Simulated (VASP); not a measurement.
# Au (Fm-3m) in VASP: a series of runs

The runs below take Au through relaxation of cell and atoms, single point, with PBEsol.

All numbers are computed with VASP 6.6.1; they aren't measurements. Logs are shortened: lines on timing, memory, paths and dates and some standing lists are left out, and cuts for length are marked.

## 1. The cell of the first run

It takes space group Fm-3m (No. 225, cubic). Conventional cell: a = 4.171 Å, b = 4.171 Å, c = 4.171 Å, α = 90.00°, β = 90.00°, γ = 90.00°. Au (site symmetry m-3m) has 12 Au at 2.95 Å within 3.9 Å.

## 2. Relaxation of cell and atoms, PBEsol

The input, INCAR:

```
SYSTEM = Au
PREC     = Accurate       ! precision mode
ENCUT    = 600            ! plane-wave cutoff, eV
EDIFF    = 1E-7           ! SCF threshold, eV
ISMEAR   = 0              ! smearing method
SIGMA    = 0.1            ! smearing width, eV
LREAL    = .FALSE.        ! projectors in reciprocal space
LASPH    = .TRUE.         ! aspherical terms in the spheres
NELM     = 80             ! most SCF steps
ALGO     = Fast           ! electronic algorithm
ISIF     = 3              ! what is computed and relaxed
LWAVE    = .FALSE.        ! write WAVECAR
LCHARG   = .FALSE.        ! write CHGCAR
GGA      = PS             ! functional
IBRION   = 2              ! ionic algorithm
NSW      = 90             ! ionic steps
EDIFFG   = -0.04          ! ionic threshold
```

The input, KPOINTS:

```
regular mesh
0
G
  8 8 8
  0 0 0
```

The input, POSCAR:

```
Au
1.0
    0.0000000000      2.0856442657      2.0856442657
    2.0856442657      0.0000000000      2.0856442657
    2.0856442657      2.0856442657      0.0000000000
Au
1
Direct
    0.0000000000      0.0000000000      0.0000000000
```

Potentials or basis: VASP PAW PBE potentials, release 64 (Au).

Run with:

```sh
$ cat potpaw_PBE.64/Au/POTCAR > POTCAR
$ mpirun -np 1 vasp_std > vasp.out
```

OUTCAR:

```text
SYSTEM = Au
   PREC = Accurate
   ENCUT = 600
   EDIFF = 1E-7
   ISMEAR = 0
   LREAL = .FALSE.
   LASPH = .TRUE.
   NELM = 80
   ISIF = 3
   GGA = PS
   IBRION = 2
   NSW = 90
   EDIFFG = -0.04

 ion  position               nearest neighbor table
   1  0.000  0.000  0.000-

  LATTYP: Found a face centered cubic cell.
 ALAT       =     4.1712885314

  Lattice vectors:

 A1 = (   0.0000000000,   2.0856442657,   2.0856442657)
 A2 = (   2.0856442657,   0.0000000000,   2.0856442657)
 A3 = (   2.0856442657,   2.0856442657,   0.0000000000)

Analysis of symmetry for initial positions (statically):
=====================================================================
 Subroutine PRICEL returns:
 Original cell was already a primitive cell.

 Routine SETGRP: Setting up the symmetry group for a
 face centered cubic supercell.

 Subroutine GETGRP returns: Found 48 space group operations
 (whereof 48 operations were pure point group operations)
 out of a pool of 48 trial point group operations.

The static configuration has the point symmetry O_h .

Analysis of symmetry for dynamics (positions and initial velocities):
=====================================================================
 Subroutine PRICEL returns:
 Original cell was already a primitive cell.

 Routine SETGRP: Setting up the symmetry group for a
 face centered cubic supercell.

 Subroutine GETGRP returns: Found 48 space group operations
 (whereof 48 operations were pure point group operations)
 out of a pool of 48 trial point group operations.

The dynamic configuration has the point symmetry O_h .

 Subroutine INISYM returns: Found 48 space group operations
 (whereof 48 operations are pure point group operations),
 and found     1 'primitive' translations

----------------------------------------------------------------------------------------

                                     Primitive cell

  volume of cell :      18.1447

  direct lattice vectors                    reciprocal lattice vectors
     0.000000000  2.085644266  2.085644266    -0.239734076  0.239734076  0.239734076
     2.085644266  0.000000000  2.085644266     0.239734076 -0.239734076  0.239734076
     2.085644266  2.085644266  0.000000000     0.239734076  0.239734076 -0.239734076

  length of vectors
     2.949546407  2.949546407  2.949546407     0.415231599  0.415231599  0.415231599

  position of ions in fractional coordinates (direct lattice)
     0.000000000  0.000000000  0.000000000

  ion indices of the primitive-cell ions
   primitive index   ion index
                 1           1

----------------------------------------------------------------------------------------

 KPOINTS: regular mesh

Automatic generation of k-mesh.
 Grid dimensions read from file:
 generate k-points for:    8    8    8

 Generating k-lattice:

  Cartesian coordinates                     Fractional coordinates (reciprocal lattice)
    -0.029966759  0.029966759  0.029966759     0.125000000  0.000000000  0.000000000
     0.029966759 -0.029966759  0.029966759     0.000000000  0.125000000  0.000000000
     0.029966759  0.029966759 -0.029966759     0.000000000  0.000000000  0.125000000

  Length of vectors
     0.051903950  0.051903950  0.051903950

  Shift w.r.t. Gamma in fractional coordinates (k-lattice)
     0.000000000  0.000000000  0.000000000

 Subroutine IBZKPT returns following result:
 ===========================================

 Found     29 irreducible k-points:

 Following reciprocal coordinates:
            Coordinates               Weight
  0.000000  0.000000  0.000000      1.000000
  0.125000  0.000000  0.000000      8.000000
  0.250000  0.000000  0.000000      8.000000
  0.375000  0.000000  0.000000      8.000000
  0.500000  0.000000  0.000000      4.000000
  0.125000  0.125000  0.000000      6.000000
[... 16 lines left out ...]
  0.500000  0.250000  0.125000     48.000000
 -0.375000  0.250000  0.125000     24.000000
 [... further k-points ...]
   k-points           NKPTS =     29   k-points in BZ     NKDIM =     29   number of bands    NBANDS=      9
   number of dos      NEDOS =    301   number of ions     NIONS =      1
   total plane-waves  NPLWV =  13824
   dimension x,y,z NGX =    24 NGY =   24 NGZ =   24
   dimension x,y,z NGXF=    48 NGYF=   48 NGZF=   48
   ions per type =               1
   NGX,Y,Z   is equivalent  to a cutoff of  13.53, 13.53, 13.53 a.u.
   NGXF,Y,Z  is equivalent  to a cutoff of  27.05, 27.05, 27.05 a.u.
 SYSTEM =  Au
   PREC   = accura    normal or accurate (medium, high low for compatibility)
   ISTART =      0    job   : 0-new  1-cont  2-samecut
   ICHARG =      2    charge: 1-file 2-atom 10-const
   ISPIN  =      1    spin polarized calculation?
   LNONCOLLINEAR =      F non collinear calculations
   LSORBIT =      F    spin-orbit coupling
   LASPH  =      T    aspherical Exc in radial PAW
   ENCUT  =  600.0 eV  44.10 Ry    6.64 a.u.   5.89  5.89  5.89*2*pi/ulx,y,z
   NELM   =     80;   NELMIN=  2; NELMDL= -5     # of ELM steps
   EDIFF  = 0.1E-06   stopping-criterion for ELM
   LREAL  =      F    real-space projection
   EDIFFG = -.4E-01   stopping-criterion for IOM
   NSW    =     90    number of steps for IOM
   IBRION =      2    ionic relax: 0-MD 1-quasi-New 2-CG
   NFREE  =      1    steps in history (QN), initial steepest desc. (CG)
   ISIF   =      3    stress and relaxation
   ISYM   =      2    0-nonsym 1-usesym 2-fastsym
   POTIM  = 0.5000    time-step for ionic-motion
   TEBEG  =    0.0;   TEEND  =   0.0 temperature during run
   PSTRESS=    0.0 pullay stress
   NELECT =      11.0000    total number of electrons
   NUPDOWN=      -1.0000    fix difference up-down
   EMIN   =  10.00;   EMAX   =-10.00  energy-range for DOS
   EFERMI =   0.00;   METHOD = LEGACY
   ISMEAR =     0;   SIGMA  =   0.10  broadening in eV -4-tet -1-fermi 0-gaus
   EFERMI_NEDOS =   21; number of points for ismear=-14 and -15
   IALGO  =     68    algorithm
   IMIX   =      4    mixing-type and parameters
     AMIX     =   0.40;   BMIX     =  1.00
     AMIX_MAG =   1.60;   BMIX_MAG =  1.00
  volume/ion in A,a.u.               =      18.14       122.45
  Fermi-wavevector in a.u.,A,eV,Ry     =   1.385550  2.618310 26.119763  1.919748
  Thomas-Fermi vector in A             =   2.509949
   LORBIT       =      0    0 simple, 1 ext, 2 COOP (PROOUT), +10 PAW based schemes
   GGA     = PS    functional components
   LHFCALC =     F    Hartree Fock is set to
   AEXX    =    0.0000 exact exchange contribution
   IVDW    =     0    specifies the selected vdW correction
   LEPSILON=     F    determine dielectric tensor
   LRPA    =     F    only Hartree local field effects (RPA)
 conjugate gradient relaxation of ions
 non-spin polarized calculation
 RMM-DIIS sequential band-by-band and
 Gauss-broadening in eV      SIGMA  =   0.10
  energy-cutoff  :      600.00
  volume of cell :       18.14
 maximum number of plane-waves:       620
   NGX = 11   NGY = 11   NGZ = 11

--------------------------------------- Ionic step        1  -------------------------------------------

 number of electron      11.0000001 magnetization

 Free energy of the ion-electron system (eV)
  ---------------------------------------------------
  ext. energy  EPLUGINS =         0.00000000
  ---------------------------------------------------
  free energy    TOTEN  =        -3.85511861 eV

  energy without entropy =       -3.85200128  energy(sigma->0) =       -3.85355995

------------------------ aborting loop because EDIFF is reached ----------------------------------------

  FORCE on cell =-STRESS in cart. coord.  units (eV):
  Direction    XX          YY          ZZ          XY          YZ          ZX
  --------------------------------------------------------------------------------------
  -------------------------------------------------------------------------------------
  Total       -0.9872273     -0.9872273     -0.9872273     -0.0000000     -0.0000000      0.0000000
  in kB      -87.1720080    -87.1720080    -87.1720080     -0.0000000     -0.0000000      0.0000000
  external PRESSURE =     -87.1720080 kB  Pullay stress =       0.0000000 kB

 VOLUME and BASIS-vectors are now :
 -----------------------------------------------------------------------------
  energy-cutoff  :      600.00
  volume of cell :       18.14
      direct lattice vectors                 reciprocal lattice vectors
     0.000000000  2.085644266  2.085644266    -0.239734076  0.239734076  0.239734076
     2.085644266  0.000000000  2.085644266     0.239734076 -0.239734076  0.239734076
     2.085644266  2.085644266  0.000000000     0.239734076  0.239734076 -0.239734076

 POSITION                                       TOTAL-FORCE (eV/Angst)
 -----------------------------------------------------------------------------------
      0.00000      0.00000      0.00000        -0.000000     -0.000000     -0.000000
 -----------------------------------------------------------------------------------
    total drift:                               -0.000000      0.000000     -0.000000

  FREE ENERGIE OF THE ION-ELECTRON SYSTEM (eV)
  ---------------------------------------------------
  free  energy   TOTEN  =        -3.8551186090 eV

  energy  without entropy=       -3.8520012832  energy(sigma->0) =       -3.85355995

--------------------------------------- Ionic step        2  -------------------------------------------

 number of electron      11.0000002 magnetization

 E-fermi :  10.7687     XC(G=0): -13.3827

 val. band max:       10.6951478625   @ k =   0.5000   0.2500   0.1250
 cond. band min:      10.9413327373   @ k =   0.5000   0.3750   0.1250
 fundamental gap:      0.2461848747
 Fermi energy:        10.7687050810

 k-point     1 :       0.0000    0.0000    0.0000
  band No.  band energies     occupation
      1      -0.1026      2.00000
      2       5.5938      2.00000
      3       5.5938      2.00000
      4       5.5938      2.00000
      5       7.3672      2.00000
      6       7.3672      2.00000
      7      25.0911      0.00000
      8      29.5733      0.00000
      9      29.5733      0.00000

 k-point     2 :       0.1250    0.0000    0.0000
  band No.  band energies     occupation
      1       0.4711      2.00000
      2       5.4089      2.00000
      3       5.7818      2.00000
      4       5.7818      2.00000
      5       7.2938      2.00000
      6       7.2938      2.00000
      7      25.7538      0.00000
      8      26.9601      0.00000
      9      30.3331      0.00000
[... 286 lines left out ...]
 POSITION                                       TOTAL-FORCE (eV/Angst)
 -----------------------------------------------------------------------------------
      3.97262      3.97262      3.97262         0.000000     -0.000000      0.000000
 -----------------------------------------------------------------------------------
    total drift:                               -0.000000     -0.000000      0.000000

  FREE ENERGIE OF THE ION-ELECTRON SYSTEM (eV)
  ---------------------------------------------------
  free  energy   TOTEN  =        -3.8081035729 eV

  energy  without entropy=       -3.8048564054  energy(sigma->0) =       -3.80647999

--------------------------------------- Ionic step        3  -------------------------------------------

 number of electron      11.0000000 magnetization

 Free energy of the ion-electron system (eV)
  ---------------------------------------------------
  ext. energy  EPLUGINS =         0.00000000
  ---------------------------------------------------
  free energy    TOTEN  =        -3.88572780 eV

  energy without entropy =       -3.88257372  energy(sigma->0) =       -3.88415076

 E-fermi :   9.1435     XC(G=0): -12.8570

 val. band max:        9.0695048316   @ k =   0.5000   0.2500   0.1250
 cond. band min:       9.3294217576   @ k =   0.5000   0.3750   0.1250
 fundamental gap:      0.2599169260
 Fermi energy:         9.1434835738

 k-point     1 :       0.0000    0.0000    0.0000
  band No.  band energies     occupation
      1      -0.6684      2.00000
      2       4.5576      2.00000
      3       4.5576      2.00000
      4       4.5576      2.00000
      5       6.0772      2.00000
      6       6.0772      2.00000
      7      23.7097      0.00000
      8      27.6804      0.00000
      9      27.6804      0.00000

 k-point     2 :       0.1250    0.0000    0.0000
  band No.  band energies     occupation
      1      -0.1387      2.00000
      2       4.4043      2.00000
      3       4.7215      2.00000
      4       4.7215      2.00000
      5       6.0185      2.00000
      6       6.0185      2.00000
      7      24.1504      0.00000
      8      25.1227      0.00000
      9      28.2868      0.00000
[... 286 lines left out ...]
 POSITION                                       TOTAL-FORCE (eV/Angst)
 -----------------------------------------------------------------------------------
      0.00000      0.00000      0.00000        -0.000000      0.000000     -0.000000
 -----------------------------------------------------------------------------------
    total drift:                               -0.000000      0.000000      0.000000

  FREE ENERGIE OF THE ION-ELECTRON SYSTEM (eV)
  ---------------------------------------------------
  free  energy   TOTEN  =        -3.8857277973 eV

  energy  without entropy=       -3.8825737188  energy(sigma->0) =       -3.88415076

 reached required accuracy - stopping structural energy minimisation
```

Wall time 10 s (1 thread of Intel Xeon Platinum 8488C (Sapphire Rapids), shared host); peak memory 0.14 GiB.

Results:

```yaml
Free_energy: -3.8857 eV
Relaxed_volume: 17.12 Å³/atom
Relaxed_cell: a = 2.893 Å, b = 2.893 Å, c = 2.893 Å, α = 60.00°, β = 60.00°, γ = 60.00°
Space_group_after_relaxing_to_0.05_Å: Fm-3m (No. 225)
Energy_gained_by_relaxing: 30.6 meV/atom
Ionic_steps: 3
Pressure_after_relaxing: -0.3 GPa
```

Step by step:
```
step  energy change (eV)  largest force (eV/Å)  pressure (GPa)  volume (Å³)
   1              0.0000                0.0000           -8.72        18.14
   2              0.0470                0.0000           19.29        15.67
   3             -0.0306                0.0000           -0.25        17.12
```

Final structure:
```xyz
1
Lattice="0.0000 2.0455 2.0455 2.0455 0.0000 2.0455 2.0455 2.0455 0.0000" Properties=species:S:1:pos:R:3 pbc="T T T"
Au    0.0000    0.0000    0.0000
```

Caveat: the PAW data sets were made with another functional, which shifts forces and pressure a little; spin-orbit coupling is left out, which moves the levels of the heavy elements.

[end of part 1 of 2]
